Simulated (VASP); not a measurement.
Write the native input for VASP 6.6.1 that does the following.

| Property | Result |
| --- | --- |
| Task | single point |
| Functional | PBEsol |
| Potentials or basis | VASP PAW PBE potentials, release 64 (Cd, Se) |
| Cutoff | 520 eV |
| k mesh | 12 × 12 × 6 |
| Occupations | gaussian, width 0.05 eV |
| Spin | no spin polarisation |
| Dipole correction | no |
| Further INCAR settings | ALGO = Normal; EDIFF = 1e-07; NBANDS = 26 |

The structure of CdSe lies in POSCAR:

```
CdSe
1.0
    4.3000000000      0.0000000000      0.0000000000
   -2.1500000000      3.7239092400      0.0000000000
    0.0000000000      0.0000000000      7.0200000000
Cd Se
2 2
Direct
    0.3333333300      0.6666666700      0.0000000000
    0.6666666700      0.3333333300      0.5000000000
    0.3333333300      0.6666666700      0.3850000000
    0.6666666700      0.3333333300      0.8850000000
```

The input as run:

INCAR

```
ALGO     = Normal         # electronic algorithm
EDIFF    = 1E-7           # SCF threshold, eV
ENCUT    = 520            # plane-wave cutoff, eV
GGA      = PS             # functional
ISIF     = 2              # what is computed and relaxed
ISMEAR   = 0              # smearing method
LASPH    = True           # aspherical terms in the spheres
LCHARG   = False          # write CHGCAR
LREAL    = False          # projectors in reciprocal space
LWAVE    = False          # write WAVECAR
NBANDS   = 26             # bands
NELM     = 60             # most SCF steps
PREC     = Accurate       # precision mode
SIGMA    = 0.05           # smearing width, eV
```

KPOINTS

```
k-points
0
Gamma
  12 12 6
```

Potentials or basis: VASP PAW PBE potentials, release 64 (Cd, Se).

Run with:

```console
$ cat potpaw_PBE.64/Cd/POTCAR potpaw_PBE.64/Se/POTCAR > POTCAR
$ mpirun -np 1 vasp_std > vasp.out
```

It gave:

The pressure is 0.5 GPa, the largest force is 0.274 eV/Å and the band gap on the k mesh is 0.58 eV, direct.

Caveat: the PAW data sets were made with another functional, which shifts forces and pressure a little.

Run time: 2.1 min on 1 thread of Intel(R) Xeon(R) Platinum 8375C CPU @ 2.90GHz (Ice Lake), with other jobs on the host, peak memory 0.36 GiB.
